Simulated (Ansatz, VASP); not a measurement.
Hf in VASP and in Ansatz

```
Hf
1.0
     0.00000    2.22000    2.22000
     2.22000    0.00000    2.22000
     2.22000    2.22000    0.00000
Hf
1
Cartesian
  0.0000 0.0000 0.0000
```

Alike in both runs: task electric field gradients; functional PBE; k mesh 8 × 8 × 8; occupations fermi-dirac, width 0.03 eV; no spin polarisation.

```csv
,VASP,Ansatz
version,VASP 6.6.1,Ansatz 0.2.0
potentials or method,"VASP PAW PBE potentials, release 64 (Hf_pv)","PAW with Ansatz's default frozen-core files, scalar-relativistic"
plane-wave cutoff (eV),520,420
valence electrons in the cell,10,26
```

|  | VASP | Ansatz | Ansatz less VASP |
| --- | --- | --- | --- |
| pressure (GPa) | 2.8 | 3.3 | +0.44 |

The functional is the same, so the differences come from potentials, cutoffs and numerics. VASP's potentials hold 10 valence electrons a cell and Ansatz's 26, so a difference there can come from the potentials and not from the codes.

Neither program's run includes spin-orbit coupling.
